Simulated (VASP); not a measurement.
# Ir (I4/mmm) in VASP: further runs

Runs on Ir. Level: PBE. Tasks: single point.

Program: VASP 6.6.1. These are calculated values, not measurements. Logs are shortened: lines on timing, memory, paths and dates and some standing lists are left out, and cuts for length are marked.

## (1) The cell of the first run

Symmetry: I4/mmm, No. 139, tetragonal system. The conventional cell has a = 2.932 Å, b = 2.932 Å, c = 3.839 Å, α = 90.00°, β = 90.00°, γ = 90.00°. Within 3.9 Å of Ir (site symmetry 4/mmm) lie 14 Ir at 2.83 to 3.84 Å.

## (2) Single point, PBE (strain +0.080 along x and y, +0.000 along z)

Contents of INCAR:

```
SYSTEM = Ir
PREC = Accurate
ENCUT = 520
EDIFF = 1E-6
ISMEAR = 0
SIGMA = 0.15
LREAL = .FALSE.
LASPH = .TRUE.
NELM = 100
ALGO = Fast
ISIF = 2
LWAVE = .FALSE.
LCHARG = .FALSE.
GGA = PE
NBANDS = 10
```

Contents of KPOINTS:

```
regular mesh
0
G
  22 22 22
  0 0 0
```

Contents of POSCAR:

```
Ir
1.0
    0.0000000000      2.0732760000      1.9197000000
    2.0732760000      0.0000000000      1.9197000000
    2.0732760000      2.0732760000      0.0000000000
Ir
1
Direct
    0.0000000000      0.0000000000      0.0000000000
```

Potentials or basis: VASP PAW PBE potentials, release 64 (Ir).

Command:

```bash
$ cat potpaw_PBE.64/Ir/POTCAR > POTCAR
$ mpirun -np 1 vasp_std > vasp.out
```

OUTCAR:

```text
SYSTEM = Ir
   PREC = Accurate
   ENCUT = 520
   EDIFF = 1E-6
   ISMEAR = 0
   LREAL = .FALSE.
   LASPH = .TRUE.
   NELM = 100
   ISIF = 2
   GGA = PE

 ion  position               nearest neighbor table
   1  0.000  0.000  0.000-

  LATTYP: Found a body centered tetragonal cell.
 ALAT       =     2.9320550377
 C/A-ratio  =     1.3094570022

  Lattice vectors:

 A1 = (   0.0000000000,  -2.0732760000,  -1.9197000000)
 A2 = (   0.0000000000,   2.0732760000,  -1.9197000000)
 A3 = (   2.0732760000,   0.0000000000,   1.9197000000)

Analysis of symmetry for initial positions (statically):
=====================================================================
 Subroutine PRICEL returns:
 Original cell was already a primitive cell.

 Routine SETGRP: Setting up the symmetry group for a
 body centered tetragonal supercell.

 Subroutine GETGRP returns: Found 16 space group operations
 (whereof 16 operations were pure point group operations)
 out of a pool of 16 trial point group operations.

The static configuration has the point symmetry D_4h.

Analysis of symmetry for dynamics (positions and initial velocities):
=====================================================================
 Subroutine PRICEL returns:
 Original cell was already a primitive cell.

 Routine SETGRP: Setting up the symmetry group for a
 body centered tetragonal supercell.

 Subroutine GETGRP returns: Found 16 space group operations
 (whereof 16 operations were pure point group operations)
 out of a pool of 16 trial point group operations.

The dynamic configuration has the point symmetry D_4h.

 Subroutine INISYM returns: Found 16 space group operations
 (whereof 16 operations are pure point group operations),
 and found     1 'primitive' translations

----------------------------------------------------------------------------------------

                                     Primitive cell

  volume of cell :      16.5036

  direct lattice vectors                    reciprocal lattice vectors
     0.000000000  2.073276000  1.919700000    -0.241164225  0.241164225  0.260457363
     2.073276000  0.000000000  1.919700000     0.241164225 -0.241164225  0.260457363
     2.073276000  2.073276000  0.000000000     0.241164225  0.241164225 -0.260457363

  length of vectors
     2.825547993  2.825547993  2.932055038     0.429136814  0.429136814  0.429136814

  position of ions in fractional coordinates (direct lattice)
     0.000000000  0.000000000  0.000000000

  ion indices of the primitive-cell ions
   primitive index   ion index
                 1           1

----------------------------------------------------------------------------------------

 KPOINTS: regular mesh

Automatic generation of k-mesh.
 Grid dimensions read from file:
 generate k-points for:   22   22   22

 Generating k-lattice:

  Cartesian coordinates                     Fractional coordinates (reciprocal lattice)
    -0.010962010  0.010962010  0.011838971     0.045454545  0.000000000  0.000000000
     0.010962010 -0.010962010  0.011838971     0.000000000  0.045454545  0.000000000
     0.010962010  0.010962010 -0.011838971     0.000000000  0.000000000  0.045454545

  Length of vectors
     0.019506219  0.019506219  0.019506219

  Shift w.r.t. Gamma in fractional coordinates (k-lattice)
     0.000000000  0.000000000  0.000000000

 Subroutine IBZKPT returns following result:
 ===========================================

 Found    834 irreducible k-points:

 Following reciprocal coordinates:
            Coordinates               Weight
  0.000000  0.000000  0.000000      1.000000
  0.045455  0.000000  0.000000      8.000000
  0.090909  0.000000  0.000000      8.000000
  0.136364  0.000000  0.000000      8.000000
  0.181818 -0.000000  0.000000      8.000000
  0.227273  0.000000  0.000000      8.000000
[... 16 lines left out ...]
  0.500000  0.045455  0.000000      8.000000
 -0.454545  0.045455  0.000000      8.000000
 [... further k-points ...]
   k-points           NKPTS =    834   k-points in BZ     NKDIM =    834   number of bands    NBANDS=     10
   number of dos      NEDOS =    301   number of ions     NIONS =      1
   total plane-waves  NPLWV =  13824
   dimension x,y,z NGX =    24 NGY =   24 NGZ =   24
   dimension x,y,z NGXF=    48 NGYF=   48 NGZF=   48
   ions per type =               1
   NGX,Y,Z   is equivalent  to a cutoff of  14.12, 14.12, 13.61 a.u.
   NGXF,Y,Z  is equivalent  to a cutoff of  28.24, 28.24, 27.22 a.u.
 SYSTEM =  Ir
   PREC   = accura    normal or accurate (medium, high low for compatibility)
   ISTART =      0    job   : 0-new  1-cont  2-samecut
   ICHARG =      2    charge: 1-file 2-atom 10-const
   ISPIN  =      1    spin polarized calculation?
   LNONCOLLINEAR =      F non collinear calculations
   LSORBIT =      F    spin-orbit coupling
   LASPH  =      T    aspherical Exc in radial PAW
   ENCUT  =  520.0 eV  38.22 Ry    6.18 a.u.   5.25  5.25  5.45*2*pi/ulx,y,z
   NELM   =    100;   NELMIN=  2; NELMDL= -5     # of ELM steps
   EDIFF  = 0.1E-05   stopping-criterion for ELM
   LREAL  =      F    real-space projection
   EDIFFG = 0.1E-04   stopping-criterion for IOM
   NSW    =      0    number of steps for IOM
   IBRION =     -1    ionic relax: 0-MD 1-quasi-New 2-CG
   NFREE  =      0    steps in history (QN), initial steepest desc. (CG)
   ISIF   =      2    stress and relaxation
   ISYM   =      2    0-nonsym 1-usesym 2-fastsym
   POTIM  = 0.5000    time-step for ionic-motion
   TEBEG  =    0.0;   TEEND  =   0.0 temperature during run
   PSTRESS=    0.0 pullay stress
   NELECT =       9.0000    total number of electrons
   NUPDOWN=      -1.0000    fix difference up-down
   EMIN   =  10.00;   EMAX   =-10.00  energy-range for DOS
   EFERMI =   0.00;   METHOD = LEGACY
   ISMEAR =     0;   SIGMA  =   0.15  broadening in eV -4-tet -1-fermi 0-gaus
   EFERMI_NEDOS =   21; number of points for ismear=-14 and -15
   IALGO  =     68    algorithm
   IMIX   =      4    mixing-type and parameters
     AMIX     =   0.40;   BMIX     =  1.00
     AMIX_MAG =   1.60;   BMIX_MAG =  1.00
  volume/ion in A,a.u.               =      16.50       111.37
  Fermi-wavevector in a.u.,A,eV,Ry     =   1.337508  2.527524 24.339847  1.788928
  Thomas-Fermi vector in A             =   2.466051
   LORBIT       =      0    0 simple, 1 ext, 2 COOP (PROOUT), +10 PAW based schemes
   GGA     = PE    functional components
   LHFCALC =     F    Hartree Fock is set to
   AEXX    =    0.0000 exact exchange contribution
   IVDW    =     0    specifies the selected vdW correction
   LEPSILON=     F    determine dielectric tensor
   LRPA    =     F    only Hartree local field effects (RPA)
 non-spin polarized calculation
 RMM-DIIS sequential band-by-band and
 Gauss-broadening in eV      SIGMA  =   0.15
  energy-cutoff  :      520.00
  volume of cell :       16.50
 maximum number of plane-waves:       459
 NGX is ok and might be reduce to    24
   NGX = 11   NGY = 11   NGZ = 11

 number of electron       9.0000000 magnetization

 Free energy of the ion-electron system (eV)
  ---------------------------------------------------
  ext. energy  EPLUGINS =         0.00000000
  ---------------------------------------------------
  free energy    TOTEN  =        -8.58130737 eV

  energy without entropy =       -8.56582933  energy(sigma->0) =       -8.57356835

 E-fermi :   7.8837     XC(G=0): -13.0832

 val. band max:        7.8835766416   @ k =   0.3636  -0.0000   0.3182
 cond. band min:       7.8858846256   @ k =  -0.1364   0.0455   0.1818
 fundamental gap:      0.0023079841
 Fermi energy:         7.8836651061

 k-point     1 :       0.0000    0.0000    0.0000
  band No.  band energies     occupation
      1      -1.6091      2.00000
      2       4.6430      2.00000
      3       4.6430      2.00000
      4       5.4057      2.00000
      5       6.4319      2.00000
      6       7.4107      1.99999
      7      22.5490      0.00000
      8      26.5291      0.00000
      9      26.5291      0.00000
     10      28.4893      0.00000

 k-point     2 :       0.0455    0.0000    0.0000
  band No.  band energies     occupation
      1      -1.5301      2.00000
      2       4.6355      2.00000
      3       4.6749      2.00000
      4       5.4062      2.00000
      5       6.4222      2.00000
      6       7.3845      2.00000
      7      22.6716      0.00000
      8      26.3016      0.00000
      9      26.6455      0.00000
     10      28.2973      0.00000

 k-point     3 :       0.0909    0.0000    0.0000
  band No.  band energies     occupation
      1      -1.2976      2.00000
      2       4.6010      2.00000
      3       4.7590      2.00000
      4       5.4239      2.00000
      5       6.4065      2.00000
      6       7.3149      2.00000
      7      23.0145      0.00000
      8      25.5124      0.00000
      9      26.9869      0.00000
     10      28.3026      0.00000

 k-point     4 :       0.1364    0.0000    0.0000
  band No.  band energies     occupation
      1      -0.9259      2.00000
      2       4.5273      2.00000
      3       4.8583      2.00000
      4       5.4815      2.00000
      5       6.4271      2.00000
      6       7.2298      2.00000
      7      23.4898      0.00000
      8      24.3588      0.00000
      9      27.5299      0.00000
     10      28.7090      0.00000
[... 222 lines left out ...]
 k-point    22 :       0.4545    0.0455    0.0000
  band No.  band energies     occupation
      1       1.3967      2.00000
      2       4.4771      2.00000
      3       5.2308      2.00000
      4       6.6606      2.00000
      5       8.6100      0.00000
      6       8.7430      0.00000
      7      14.5280      0.00000
      8      22.1209      0.00000
      9      25.6266      0.00000
     10      27.5808      0.00000

 k-point    23 :       0.5000    0.0455    0.0000
  band No.  band energies     occupation
      1       1.4032      2.00000
      2       4.4393      2.00000
      3       5.1848      2.00000
      4       7.0859      2.00000
      5       8.8128      0.00000
      6       8.8766      0.00000
      7      13.8210      0.00000
      8      21.9813      0.00000
      9      25.5078      0.00000
     10      27.1348      0.00000

 k-point    24 :      -0.4545    0.0455    0.0000
  band No.  band energies     occupation
      1       1.4010      2.00000
      2       4.4442      2.00000
      3       5.1810      2.00000
      4       7.0578      2.00000
      5       8.6939      0.00000
      6       8.7845      0.00000
      7      14.0559      0.00000
      8      22.0165      0.00000
      9      25.7833      0.00000
     10      26.9932      0.00000

 [... further k-points ...]
[... 5 lines left out ...]
  --------------------------------------------------------------------------------------
  -------------------------------------------------------------------------------------
  Total       -3.7769782     -3.7769782     -1.9999240      0.0000000      0.0000000     -0.0000000
  in kB     -366.6717607   -366.6717607   -194.1540621      0.0000000      0.0000000     -0.0000000
  external PRESSURE =    -309.1658611 kB  Pullay stress =       0.0000000 kB

 VOLUME and BASIS-vectors are now :
 -----------------------------------------------------------------------------
  energy-cutoff  :      520.00
  volume of cell :       16.50
      direct lattice vectors                 reciprocal lattice vectors
     0.000000000  2.073276000  1.919700000    -0.241164225  0.241164225  0.260457363
     2.073276000  0.000000000  1.919700000     0.241164225 -0.241164225  0.260457363
     2.073276000  2.073276000  0.000000000     0.241164225  0.241164225 -0.260457363

 POSITION                                       TOTAL-FORCE (eV/Angst)
 -----------------------------------------------------------------------------------
      0.00000      0.00000      0.00000         0.000000      0.000000      0.000000
 -----------------------------------------------------------------------------------
    total drift:                               -0.000000      0.000000     -0.000000

  FREE ENERGIE OF THE ION-ELECTRON SYSTEM (eV)
  ---------------------------------------------------
  free  energy   TOTEN  =        -8.5813073726 eV

  energy  without entropy=       -8.5658293261  energy(sigma->0) =       -8.57356835
```

Run time: 2.3 min. Hardware: 1 thread of Intel Xeon Platinum 8259CL at 2.50GHz (Skylake/Cascade Lake), shared host; peak memory 0.27 GiB.

What came out:

```yaml
Free_energy: -8.5813 eV
Pressure: -30.9 GPa
Band_gap_on_the_k_mesh: zero (an odd number of electrons rules out a gap without spin polarisation)
```

Stress tensor (GPa, compression positive):
```
-36.67   0.00   0.00
  0.00 -36.67   0.00
  0.00   0.00 -19.42
```

Levels at points of the mesh, in eV from the Fermi level:
```tsv
k point	band 2	band 3	band 4	band 5	band 6	band 7
(0.00, 0.00, 0.00)	-3.24	-3.24	-2.48	-1.45	-0.47	14.67
(0.50, 0.00, 0.00)	-3.51	-2.63	-0.27	0.45	0.93	5.92
(0.50, 0.50, 0.00)	-5.81	0.64	1.18	1.18	2.84	9.85
(0.50, 0.00, 0.50)	-5.70	0.61	0.74	1.37	1.44	8.05
```

Caveat: the cell differs from its parent crystal (strain +0.080 along x and y, +0.000 along z); the cell stands under tension; spin-orbit coupling is left out, which moves the levels of the heavy elements.

## (3) Single point, PBE (strain -0.080 along x and y, +0.040 along z)

Contents of INCAR:

```
SYSTEM = Ir
PREC = Accurate
ENCUT = 520
EDIFF = 1E-7
ISMEAR = 0
SIGMA = 0.15
LREAL = .False.
LASPH = .True.
NELM = 100
ALGO = Normal
ISIF = 2
LWAVE = .False.
LCHARG = .True.
GGA = PE
LELF = .True.
LVHAR = .True.
NBANDS = 10
```

Contents of KPOINTS:

```
Automatic mesh
0
Gamma
  22 22 22
  0 0 0
```

Contents of POSCAR:

```
Ir
1.0
    0.0000000000      1.7661240000      1.9964880000
    1.7661240000      0.0000000000      1.9964880000
    1.7661240000      1.7661240000      0.0000000000
Ir
1
Direct
    0.0000000000      0.0000000000      0.0000000000
```

Potentials or basis: VASP PAW PBE potentials, release 64 (Ir).

Command:

```bash
$ cat potpaw_PBE.64/Ir/POTCAR > POTCAR
$ mpirun -np 1 vasp_std > vasp.out
```

Run time: 1.8 min. Hardware: 1 thread of Intel Xeon Platinum 8259CL at 2.50GHz (Skylake/Cascade Lake), shared host; peak memory 0.22 GiB.

Results (log left out):

* Free energy: -8.1981 eV
* Pressure: 84.1 GPa
* Band gap on the k mesh: zero (an odd number of electrons rules out a gap without spin polarisation)

Stress tensor (GPa, compression positive):
```
106.70   0.00   0.00
  0.00 106.70   0.00
  0.00   0.00  39.03
```

Levels at points of the mesh, in eV from the Fermi level:
```tsv
k point	band 2	band 3	band 4	band 5	band 6	band 7
(0.00, 0.00, 0.00)	-5.91	-3.87	-3.87	-2.87	-0.11	14.31
(0.50, 0.00, 0.00)	-5.73	-3.81	-0.96	0.75	1.58	8.95
(0.50, 0.50, 0.00)	-8.76	0.01	1.44	1.78	1.78	10.05
(0.50, 0.00, 0.50)	-8.73	0.78	0.80	2.80	3.04	10.81
```

Caveat: the cell differs from its parent crystal (strain -0.080 along x and y, +0.040 along z); the cell stands under pressure; spin-orbit coupling is left out, which moves the levels of the heavy elements.
